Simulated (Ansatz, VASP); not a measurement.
**One calculation of SnO2, two programs**

Contents of INCAR:

```
SYSTEM = SnO2
PREC = Accurate
ENCUT = 520
EDIFF = 1E-8
ISMEAR = -1
SIGMA = 0.03
LREAL = .False.
LASPH = .True.
NELM = 60
ALGO = Normal
ISIF = 2
LWAVE = .False.
LCHARG = .False.
LEFG = .True.
NBANDS = 35
```

KPOINTS

```
regular mesh
0
Gamma
  4 4 6
  0 0 0
```

File POSCAR:

```
SnO2
1.0
    4.7373500000      0.0236867500      0.0236867500
    0.0236867500      4.7373500000      0.0236867500
    0.0159320000      0.0159320000      3.1864000000
Sn O
2 4
Direct
    0.0000000000      0.0000000000      0.0000000000
    0.5000000000      0.5000000000      0.5000000000
    0.3056200000      0.3056200000      0.0000000000
    0.1943800000      0.8056200000      0.5000000000
    0.6943800000      0.6943800000      0.0000000000
    0.8056200000      0.1943800000      0.5000000000
```

Input for Ansatz:

```yaml
crystal:
  lattice:
    - [4.73735, 0.02368675, 0.02368675]
    - [0.02368675, 4.73735, 0.02368675]
    - [0.015932, 0.015932, 3.1864]
  atoms:
    - { symbol: Sn, position: [0.0, 0.0, 0.0] }
    - { symbol: Sn, position: [0.5, 0.5, 0.5] }
    - { symbol: O, position: [0.30562, 0.30562, 0.0] }
    - { symbol: O, position: [0.19438, 0.80562, 0.5] }
    - { symbol: O, position: [0.69438, 0.69438, 0.0] }
    - { symbol: O, position: [0.80562, 0.19438, 0.5] }
kpoints:
  mp_grid: { grid: [4, 4, 6] }
scf:
  occupations: { method: fermi_dirac, width: 0.03 }
hamiltonian:
  xc: lda
  pseudopotentials: { kind: all_electron, datasets: crystal }
output:
  forces: true
  stress: true
  eigenvalues: true
  efg: { contact_densities: true }
```

Change from the starting cell: equal xy, yz and zx shear strains of +1 %, crystal datasets.

Alike in both runs: task electric field gradients; functional LDA; k mesh 4 × 4 × 6; occupations fermi-dirac, width 0.03 eV; no spin polarisation.

```csv
,VASP,Ansatz
version,VASP 6.6.1,Ansatz 0.2.0
potentials or method,"VASP PAW LDA potentials, release 64 (Sn_d, O), cutoff 520 eV","all-electron PAW with datasets made for the crystal, scalar-relativistic"
```

Ansatz gave:

* gap on the k mesh at the Fermi level (eV): 1.11
* pressure (GPa): -0.8
* traceless stress, the component that is largest in VASP (GPa): -2.03
* rms of the force components (eV/Å): 0.051
* size of Vzz on the site where it differs most (V/Å²): 54.2

Problem. Which values does VASP return?

Solution. gap on the k mesh at the Fermi level (eV): 1.14; pressure (GPa): 0.1; traceless stress, the component that is largest in VASP (GPa): -2.05; rms of the force components (eV/Å): 0.047; size of Vzz on the site where it differs most (V/Å²): 57.7.

LDA's correlation is that of Perdew and Zunger in VASP and of Perdew and Wang (1992) in Ansatz. Atom by atom the forces differ by 0.011 eV/Å (rms over components). One of these differences is far larger than is usual between the two programs; its cause wasn't traced. Ansatz ran all-electron here, and VASP with PAW potentials.
